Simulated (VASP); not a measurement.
# AlNi in VASP: a series of runs

AlNi is run at these levels: PBE; tasks: single point.

Everything below comes from runs of VASP 6.6.1. Logs are shortened: lines on timing, memory, paths and dates and some standing lists are left out, and cuts for length are marked.

## 1. The cell of the first run

Symmetry: P4/mmm, No. 123, tetragonal system. The conventional cell has a = 2.889 Å, b = 2.889 Å, c = 2.900 Å, α = 90.00°, β = 90.00°, γ = 90.00°. Within 3.3 Å of Al (site symmetry 4/mmm) lie 8 Ni at 2.51 Å and 6 Al at 2.89 to 2.90 Å. Within 3.3 Å of Ni (site symmetry 4/mmm) lie 8 Al at 2.51 Å and 6 Ni at 2.89 to 2.90 Å.

## 2. Single point, PBE

INCAR

```
SYSTEM = AlNi
PREC = Accurate ; ENCUT = 520
EDIFF = 1E-7 ; ISMEAR = 0
SIGMA = 0.15 ; LREAL = .FALSE.
LASPH = .TRUE. ; NELM = 100
ALGO = Normal ; ISIF = 2
LWAVE = .FALSE. ; LCHARG = .FALSE.
GGA = PE ; NBANDS = 14
```

KPOINTS

```
Automatic mesh
0
G
  16 16 16
  0 0 0
```

POSCAR

```
AlNi
1.0
    2.0426321469     -2.0425983450      0.0000000000
    2.0426321469      2.0425983450      0.0000000000
    0.0000000000      0.0000000000      2.9004437058
Al Ni
1 1
Direct
    0.0000000000      0.0000000000      0.0000000000
    0.5000000000      0.5000000000      0.5000000000
```

Potentials or basis: VASP PAW PBE potentials, release 64 (Al, Ni).

Command:

```sh
$ cat potpaw_PBE.64/Al/POTCAR potpaw_PBE.64/Ni/POTCAR > POTCAR
$ mpirun -np 1 vasp_std > vasp.out
```

OUTCAR:

```text
SYSTEM = AlNi
   PREC = Accurate
   ENCUT = 520
   EDIFF = 1E-7
   ISMEAR = 0
   LREAL = .FALSE.
   LASPH = .TRUE.
   NELM = 100
   ISIF = 2
   GGA = PE

 ion  position               nearest neighbor table
   1  0.000  0.000  0.000-   2 2.51   2 2.51   2 2.51   2 2.51   2 2.51   2 2.51   2 2.51   2 2.51

   2  0.500  0.500  0.500-   1 2.51   1 2.51   1 2.51   1 2.51   1 2.51   1 2.51   1 2.51   1 2.51

  LATTYP: Found a base centered orthorhombic cell.
 ALAT       =     4.0851966900
 B/A-ratio  =     1.0000165485
 C/A-ratio  =     0.7099887535

  Lattice vectors:

 A1 = (  -2.0426321469,  -2.0425983450,   0.0000000000)
 A2 = (   2.0426321469,  -2.0425983450,   0.0000000000)
 A3 = (   0.0000000000,   0.0000000000,   2.9004437058)

Analysis of symmetry for initial positions (statically):
=====================================================================
 Subroutine PRICEL returns:
 Original cell was already a primitive cell.

 Routine SETGRP: Setting up the symmetry group for a
 base centered orthorhombic supercell.

 Subroutine GETGRP returns: Found  8 space group operations
 (whereof  8 operations were pure point group operations)
 out of a pool of  8 trial point group operations.

The static configuration has the point symmetry D_2h.

Analysis of symmetry for dynamics (positions and initial velocities):
=====================================================================
 Subroutine PRICEL returns:
 Original cell was already a primitive cell.

 Routine SETGRP: Setting up the symmetry group for a
 base centered orthorhombic supercell.

 Subroutine GETGRP returns: Found  8 space group operations
 (whereof  8 operations were pure point group operations)
 out of a pool of  8 trial point group operations.

The dynamic configuration has the point symmetry D_2h.

 Subroutine INISYM returns: Found  8 space group operations
 (whereof  8 operations are pure point group operations),
 and found     1 'primitive' translations

----------------------------------------------------------------------------------------

                                     Primitive cell

  volume of cell :      24.2029

  direct lattice vectors                    reciprocal lattice vectors
     2.042632147 -2.042598345  0.000000000     0.244782205 -0.244786255  0.000000000
     2.042632147  2.042598345  0.000000000     0.244782205  0.244786255  0.000000000
     0.000000000  0.000000000  2.900443706     0.000000000  0.000000000  0.344774835

  length of vectors
     2.888694184  2.888694184  2.900443706     0.346177178  0.346177178  0.344774835

[... 93 lines left out ...]
   EMIN   =  10.00;   EMAX   =-10.00  energy-range for DOS
   EFERMI =   0.00;   METHOD = LEGACY
   ISMEAR =     0;   SIGMA  =   0.15  broadening in eV -4-tet -1-fermi 0-gaus
   EFERMI_NEDOS =   21; number of points for ismear=-14 and -15
   IALGO  =     38    algorithm
   IMIX   =      4    mixing-type and parameters
     AMIX     =   0.40;   BMIX     =  1.00
     AMIX_MAG =   1.60;   BMIX_MAG =  1.00
  volume/ion in A,a.u.               =      12.10        81.66
  Fermi-wavevector in a.u.,A,eV,Ry     =   1.330761  2.514774 24.094898  1.770925
  Thomas-Fermi vector in A             =   2.459823
   LORBIT       =      0    0 simple, 1 ext, 2 COOP (PROOUT), +10 PAW based schemes
   GGA     = PE    functional components
   LHFCALC =     F    Hartree Fock is set to
   AEXX    =    0.0000 exact exchange contribution
   IVDW    =     0    specifies the selected vdW correction
   LEPSILON=     F    determine dielectric tensor
   LRPA    =     F    only Hartree local field effects (RPA)
 non-spin polarized calculation
 Gauss-broadening in eV      SIGMA  =   0.15
  energy-cutoff  :      520.00
  volume of cell :       24.20
 maximum number of plane-waves:       672
 NGX is ok and might be reduce to    24
   NGX = 11   NGY = 11   NGZ = 11

 number of electron      13.0000013 magnetization

 Free energy of the ion-electron system (eV)
  ---------------------------------------------------
  ext. energy  EPLUGINS =         0.00000000
  ---------------------------------------------------
  free energy    TOTEN  =       -10.54360245 eV

  energy without entropy =      -10.53479486  energy(sigma->0) =      -10.53919865

 E-fermi :   9.8708     XC(G=0): -11.9903

 val. band max:        9.8599086614   @ k =   0.0000   0.0000   0.3125
 cond. band min:       9.8737315089   @ k =  -0.3750   0.1250   0.3125
 fundamental gap:      0.0138228474
 Fermi energy:         9.8707814771

 k-point     1 :       0.0000    0.0000    0.0000
  band No.  band energies     occupation
      1      -1.1826      2.00000
      2       6.6985      2.00000
      3       6.7024      2.00000
      4       8.3492      2.00000
      5       8.3492      2.00000
      6       8.3604      2.00000
      7      15.2205      0.00000
      8      15.3641      0.00000
      9      15.3642      0.00000
     10      17.9362      0.00000
     11      17.9702      0.00000
     12      23.3952      0.00000
     13      30.6236      0.00000
     14      30.6265      0.00000
[... 377 lines left out ...]
      1      -1.0396      2.00000
      2       6.7052      2.00000
      3       6.7208      2.00000
      4       8.2969      2.00000
      5       8.3128      2.00000
      6       8.3294      2.00000
      7      14.5040      0.00000
      8      14.8255      0.00000
      9      15.4103      0.00000
     10      18.3027      0.00000
     11      19.0639      0.00000
     12      23.8897      0.00000
     13      28.9409      0.00000
     14      29.7247      0.00000

 [... further k-points ...]

------------------------ aborting loop because EDIFF is reached ----------------------------------------

  FORCE on cell =-STRESS in cart. coord.  units (eV):
  Direction    XX          YY          ZZ          XY          YZ          ZX
  --------------------------------------------------------------------------------------
  -------------------------------------------------------------------------------------
  Total        0.0276922      0.0282681     -0.0203286     -0.0000000      0.0000000      0.0000000
  in kB        1.8331586      1.8712827     -1.3457091     -0.0000000      0.0000000      0.0000000
  external PRESSURE =       0.7862441 kB  Pullay stress =       0.0000000 kB

 VOLUME and BASIS-vectors are now :
 -----------------------------------------------------------------------------
  energy-cutoff  :      520.00
  volume of cell :       24.20
      direct lattice vectors                 reciprocal lattice vectors
     2.042632147 -2.042598345  0.000000000     0.244782205 -0.244786255  0.000000000
     2.042632147  2.042598345  0.000000000     0.244782205  0.244786255  0.000000000
     0.000000000  0.000000000  2.900443706     0.000000000  0.000000000  0.344774835

 POSITION                                       TOTAL-FORCE (eV/Angst)
 -----------------------------------------------------------------------------------
      0.00000      0.00000      0.00000        -0.000000      0.000000      0.000000
      2.04263      0.00000      1.45022         0.000000      0.000000      0.000000
 -----------------------------------------------------------------------------------
    total drift:                                0.000000     -0.000000     -0.000000

  FREE ENERGIE OF THE ION-ELECTRON SYSTEM (eV)
  ---------------------------------------------------
  free  energy   TOTEN  =       -10.5436024468 eV

  energy  without entropy=      -10.5347948570  energy(sigma->0) =      -10.53919865
```

stdout:

```text
POSCAR found type information on POSCAR AlNi
 POSCAR found :  2 types and       2 ions
 scaLAPACK will be used
 LDA part: xc-table for (Slater+PW92), standard interpolation
 POSCAR, INCAR and KPOINTS ok, starting setup
 FFT: planning ... GRIDC
 FFT: planning ... GRID_SOFT
 FFT: planning ... GRID
 WAVECAR not read
 entering main loop
```

Run time: 2 min. Hardware: 1 thread of Intel Xeon Platinum 8488C (Sapphire Rapids), shared host; peak memory 0.33 GiB.

What came out:

```yaml
Free_energy: -10.5436 eV
Pressure: 0.1 GPa
Band_gap_on_the_k_mesh: zero (an odd number of electrons rules out a gap without spin polarisation)
```

Spin polarisation is off, so any magnetic state and its effect on volume and gap are missing.

## 3. Single point, PBE (normal strain along x -0.0733, normal strain along y -0.0367)

INCAR

```
  PREC = Accurate
  ENCUT = 520
  EDIFF = 1E-6
  ISMEAR = 0
  SIGMA = 0.15
  LREAL = False
  LASPH = True
  NELM = 80
  ALGO = Fast
  ISIF = 2
  LWAVE = False
  LCHARG = True
  GGA = PE
  LELF = True
  LVHAR = True
  NBANDS = 14
```

KPOINTS

```
Automatic mesh
0
Gamma
  16 16 16
```

POSCAR

```
AlNi
1.0
    1.8929072105     -1.8928758863      0.0000000000
    1.9676663099      1.9676362229      0.0000000000
    0.0000000000      0.0000000000      2.9004437058
Al Ni
1 1
Direct
    0.0000000000      0.0000000000      0.0000000000
    0.5000000000      0.5000000000      0.5000000000
```

Potentials or basis: VASP PAW PBE potentials, release 64 (Al, Ni).

Command:

```sh
$ cat potpaw_PBE.64/Al/POTCAR potpaw_PBE.64/Ni/POTCAR > POTCAR
$ mpirun -np 1 vasp_std > vasp.out
```

It took 5.1 min on 1 thread of Intel Xeon Platinum 8488C (Sapphire Rapids), shared host; peak memory 0.45 GiB.

The run converged. Its results:

```yaml
Free_energy: -10.3496 eV
Pressure: 23.4 GPa
Band_gap_on_the_k_mesh: zero (an odd number of electrons rules out a gap without spin polarisation)
```

Stress tensor (GPa, compression positive):
```
25.16 -2.81  0.00
-2.81 25.17  0.00
 0.00  0.00 19.78
```

Levels at points of the mesh, in eV from the Fermi level:
```tsv
k point	band 4	band 5	band 6	band 7	band 8	band 9	band 10	band 11
(0.00, 0.00, 0.00)	-1.89	-1.76	-1.64	4.44	5.97	7.54	8.05	8.65
(0.50, 0.00, 0.00)	-2.84	-2.57	-1.74	-0.38	8.35	9.30	10.71	11.15
(0.00, 0.50, 0.00)	-2.83	-2.33	-1.65	-0.70	8.20	9.13	10.71	12.00
(0.50, 0.50, 0.00)	-2.76	-2.62	-2.56	-1.06	2.08	3.37	12.43	14.87
(0.00, 0.00, 0.50)	-2.57	-2.33	-1.57	-1.05	8.37	10.40	11.49	11.86
(0.50, 0.00, 0.50)	-2.95	-2.44	-2.34	-1.21	1.74	2.95	13.50	15.53
(0.00, 0.50, 0.50)	-3.35	-2.22	-2.18	-1.27	1.29	2.57	14.59	16.69
(0.50, 0.50, 0.50)	-1.23	-1.03	1.82	1.94	2.04	4.45	4.64	4.89
```

Caveat: the cell differs from its parent crystal (normal strain along x -0.0733, normal strain along y -0.0367); the stress differs along the axes, from 20 to 25 GPa. Spin polarisation is off, so any magnetic state and its effect on volume and gap are missing.

## 4. Single point, PBE (normal strain along x -0.0733, normal strain along y +0.0000)

INCAR

```
SYSTEM = AlNi
PREC = Accurate
ENCUT = 520
EDIFF = 1E-7
ISMEAR = 0
SIGMA = 0.15
LREAL = .FALSE.
LASPH = .TRUE.
NELM = 80
ALGO = Fast
ISIF = 2
LWAVE = .FALSE.
LCHARG = .FALSE.
GGA = PE
NBANDS = 14
```

KPOINTS

```
Automatic mesh
0
G
  16 16 16
  0 0 0
```

POSCAR: that of step 3 with these lines changed.

```diff
@@ -3,3 +3,3 @@
     1.8929072105     -1.8928758863      0.0000000000
-    1.9676663099      1.9676362229      0.0000000000
+    2.0426296692      2.0426008227      0.0000000000
     0.0000000000      0.0000000000      2.9004437058
```

Potentials or basis: VASP PAW PBE potentials, release 64 (Al, Ni).

Command:

```sh
$ cat potpaw_PBE.64/Al/POTCAR potpaw_PBE.64/Ni/POTCAR > POTCAR
$ mpirun -np 1 vasp_std > vasp.out
```

OUTCAR:

```text
SYSTEM = AlNi
   PREC = Accurate
   ENCUT = 520
   EDIFF = 1E-7
   ISMEAR = 0
   LREAL = .FALSE.
   LASPH = .TRUE.
   NELM = 80
   ISIF = 2
   GGA = PE

 ion  position               nearest neighbor table
   1  0.000  0.000  0.000-   2 2.45   2 2.45   2 2.45   2 2.45   2 2.45   2 2.45   2 2.45   2 2.45

   2  0.500  0.500  0.500-   1 2.45   1 2.45   1 2.45   1 2.45   1 2.45   1 2.45   1 2.45   1 2.45

  LATTYP: Found a simple monoclinic cell.
 ALAT       =     2.6769528999
 B/A-ratio  =     1.0834870146
 C/A-ratio  =     1.0790978742
 COS(beta)  =    -0.0000153353

[... 599 lines left out ...]

  FORCE on cell =-STRESS in cart. coord.  units (eV):
  Direction    XX          YY          ZZ          XY          YZ          ZX
  --------------------------------------------------------------------------------------
  -------------------------------------------------------------------------------------
  Total        2.2974436      2.2980368      1.6361518     -0.6382155      0.0000000      0.0000000
  in kB      164.1151638    164.1575378    116.8765677    -45.5901648      0.0000000      0.0000000
  external PRESSURE =     148.3830898 kB  Pullay stress =       0.0000000 kB

 VOLUME and BASIS-vectors are now :
 -----------------------------------------------------------------------------
  energy-cutoff  :      520.00
  volume of cell :       22.43
      direct lattice vectors                 reciprocal lattice vectors
     1.892907210 -1.892875886  0.000000000     0.264144277 -0.264148007  0.000000000
     2.042629669  2.042600823  0.000000000     0.244782205  0.244786255  0.000000000
     0.000000000  0.000000000  2.900443706     0.000000000  0.000000000  0.344774835

 POSITION                                       TOTAL-FORCE (eV/Angst)
 -----------------------------------------------------------------------------------
      0.00000      0.00000      0.00000         0.000000      0.000000      0.000000
      1.96777      0.07486      1.45022         0.000000      0.000000      0.000000
 -----------------------------------------------------------------------------------
    total drift:                                0.000000      0.000000      0.000000

  FREE ENERGIE OF THE ION-ELECTRON SYSTEM (eV)
  ---------------------------------------------------
  free  energy   TOTEN  =       -10.4365218876 eV

  energy  without entropy=      -10.4272943704  energy(sigma->0) =      -10.43190813
```

OSZICAR:

```text
N       E                     dE             d eps       ncg     rms          rms(c)
DAV:   1     0.414665058455E+02    0.41467E+02   -0.54232E+03 33380   0.987E+02
DAV:   2    -0.101921702272E+02   -0.51659E+02   -0.46720E+02 35268   0.183E+02
DAV:   3    -0.119506308938E+02   -0.17585E+01   -0.17438E+01 41388   0.371E+01
DAV:   4    -0.119736672105E+02   -0.23036E-01   -0.23030E-01 38704   0.388E+00
DAV:   5    -0.119743370381E+02   -0.66983E-03   -0.66981E-03 42126   0.719E-01    0.126E+01
RMM:   6    -0.136600984567E+02   -0.16858E+01   -0.13415E+01 40018   0.458E+01    0.162E+01
RMM:   7    -0.104515463879E+02    0.32086E+01   -0.36830E+00 37042   0.235E+01    0.132E+00
RMM:   8    -0.104458681835E+02    0.56782E-02   -0.71531E-02 35406   0.264E+00    0.684E-01
RMM:   9    -0.104395314569E+02    0.63367E-02   -0.21840E-02 37747   0.982E-01    0.502E-01
RMM:  10    -0.104365589867E+02    0.29725E-02   -0.67553E-03 40909   0.103E+00    0.155E-01
RMM:  11    -0.104366181561E+02   -0.59169E-04   -0.76900E-04 44808   0.318E-01    0.106E-01
RMM:  12    -0.104365134694E+02    0.10469E-03   -0.24310E-04 46504   0.160E-01    0.272E-02
RMM:  13    -0.104365201303E+02   -0.66609E-05   -0.81144E-05 46655   0.586E-02    0.122E-02
RMM:  14    -0.104365216231E+02   -0.14929E-05   -0.13001E-05 47569   0.256E-02    0.727E-03
RMM:  15    -0.104365219482E+02   -0.32505E-06   -0.16285E-06 45272   0.872E-03    0.233E-03
RMM:  16    -0.104365218876E+02    0.60604E-07   -0.21127E-07 26688   0.344E-03
   1 F= -.10436522E+02 E0= -.10431908E+02  d E =-.922752E-02
```

stdout:

```text
POSCAR found type information on POSCAR AlNi
 POSCAR found :  2 types and       2 ions
 scaLAPACK will be used
 LDA part: xc-table for (Slater+PW92), standard interpolation
 POSCAR, INCAR and KPOINTS ok, starting setup
 FFT: planning ... GRIDC
 FFT: planning ... GRID_SOFT
 FFT: planning ... GRID
 WAVECAR not read
 entering main loop
WARNING in EDDRMM: call to ZHEGV failed, returncode =   8  4     13
WARNING in EDDRMM: call to ZHEGV failed, returncode =   6  3     13
WARNING in EDDRMM: call to ZHEGV failed, returncode =   6  3     14
WARNING in EDDRMM: call to ZHEGV failed, returncode =   8  4     14
WARNING in EDDRMM: call to ZHEGV failed, returncode =   6  3     12
WARNING in EDDRMM: call to ZHEGV failed, returncode =   8  4     13
WARNING in EDDRMM: call to ZHEGV failed, returncode =   8  4     14
WARNING in EDDRMM: call to ZHEGV failed, returncode =   8  4     13
WARNING in EDDRMM: call to ZHEGV failed, returncode =   8  4     14
WARNING in EDDRMM: call to ZHEGV failed, returncode =   8  4     12
WARNING in EDDRMM: call to ZHEGV failed, returncode =   8  4     14
WARNING in EDDRMM: call to ZHEGV failed, returncode =   8  4     14
```

Run time: 4.3 min. Hardware: 1 thread of Intel Xeon Platinum 8488C (Sapphire Rapids), shared host; peak memory 0.47 GiB.

What came out:

| Quantity | Value |
| --- | --- |
| Free energy | -10.4365 eV |
| Pressure | 14.8 GPa |
| Band gap on the k mesh | zero (an odd number of electrons rules out a gap without spin polarisation) |

Levels at points of the mesh, in eV from the Fermi level:
```csv
k point,band 4,band 5,band 6,band 7,band 8,band 9,band 10,band 11
"(0.00, 0.00, 0.00)",-1.84,-1.60,-1.59,4.74,4.89,7.84,7.99,8.38
"(0.50, 0.00, 0.00)",-2.63,-2.60,-1.69,-0.28,8.39,9.60,9.73,11.27
"(0.00, 0.50, 0.00)",-2.63,-2.14,-1.52,-0.88,8.17,9.28,10.42,12.17
"(0.50, 0.50, 0.00)",-2.65,-2.46,-2.35,-1.08,1.93,3.04,12.34,14.63
"(0.00, 0.00, 0.50)",-2.60,-2.14,-1.52,-0.92,8.19,9.39,10.49,12.16
"(0.50, 0.00, 0.50)",-2.67,-2.44,-2.33,-1.09,1.90,3.00,12.44,14.69
"(0.00, 0.50, 0.50)",-3.42,-2.03,-2.03,-1.23,1.08,2.27,14.48,16.70
"(0.50, 0.50, 0.50)",-1.18,-0.98,1.91,1.92,2.09,4.15,4.30,4.98
```

Caveat: the cell differs from its parent crystal (normal strain along x -0.0733, normal strain along y +0.0000); the cell stands under pressure. Spin polarisation is off, so any magnetic state and its effect on volume and gap are missing.

## 5. Summary

```csv
cell,gap on the mesh (eV),pressure (GPa)
"a = 2.889, b = 2.889, c = 2.900 Å, 2 atoms",none,0.1
"a = 2.677, b = 2.783, c = 2.900 Å, 2 atoms",none,23.4
"a = 2.677, b = 2.889, c = 2.900 Å, 2 atoms",none,14.8
```

Alike in all rows: task single point; level PBE; potentials or basis VASP PAW PBE potentials, release 64 (Al, Ni); no spin polarisation; k mesh 16 × 16 × 16; cutoff (eV) 520; smearing gaussian 0.15 eV.

Caveats: the stress differs along the axes, from 20 to 25 GPa (at least some runs); the cell stands under pressure (at least some runs).

Absolute energies hang on the potentials; compare differences alone.
